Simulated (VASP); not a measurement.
# TaN: relaxation of cell and atoms with PBE

The system is TaN.

```
CELL_PARAMETERS angstrom
2.95018 0.00000 0.00000
-1.47509 2.55493 0.00000
0.00000 0.00000 2.89777
ATOMIC_POSITIONS crystal
Ta 0.33333 0.66667 0.50000
N 0.00000 0.00000 0.00000
```

* Program: VASP 6.6.1
* Task: relaxation of cell and atoms
* Functional: PBE
* Potentials or basis: VASP PAW PBE potentials, release 64 (Ta_pv, N)
* Cutoff: 600 eV
* k mesh: 18 × 18 × 14
* Occupations: fermi-dirac, width 0.15 eV
* Spin: no spin polarisation
* Dipole correction: no
* Further INCAR settings: ALGO = Normal; EDIFF = 1e-07; IBRION = 2; EDIFFG = -0.001; NSW = 80; ISIF = 3

* Relaxed volume: 10.94 Å³/atom
* Relaxed cell: a = 2.952 Å, b = 2.952 Å, c = 2.899 Å, α = 90.00°, β = 90.00°, γ = 120.00°
* Space group after relaxing (to 0.1 Å): P-6m2 (No. 187)
* Energy gained by relaxing: 0.0 meV/atom
* Ionic steps: 8
* Pressure after relaxing: 0.0 GPa
* Band gap on the k mesh: zero (bands 8 and 9 overlap by 0.29 eV)

Final structure:
```
Ta N
1.0
     2.95187    0.00000    0.00000
    -1.47593    2.55639    0.00000
     0.00000    0.00000    2.89922
Ta N
1 1
Direct
  0.33333 0.66667 0.50000
  0.00000 0.00000 0.00000
```

Levels at points of the mesh, in eV from the Fermi level:
| k point | band 4 | band 5 | band 6 | band 7 | band 8 | band 9 | band 10 | band 11 | band 12 |
| --- | --- | --- | --- | --- | --- | --- | --- | --- | --- |
| (0.00, 0.00, 0.00) | -17.70 | -4.52 | -4.52 | -4.17 | -2.94 | 2.07 | 3.48 | 3.48 | 3.89 |
| (0.50, 0.00, 0.00) | -15.46 | -8.23 | -5.15 | -3.45 | -3.18 | 2.92 | 3.91 | 5.10 | 5.17 |
| (0.00, 0.00, 0.50) | -15.14 | -9.29 | -3.72 | -3.72 | -0.11 | -0.11 | 2.31 | 3.26 | 3.26 |
| (0.50, 0.00, 0.50) | -15.74 | -7.27 | -6.16 | -5.62 | -0.43 | 4.02 | 5.21 | 5.87 | 6.91 |

Run time: 100 s on 1 thread of Intel(R) Xeon(R) 6975P-C (Granite Rapids) (shared host), peak memory 0.24 GiB.

Caveat: spin-orbit coupling is left out, which moves the levels of the heavy elements.
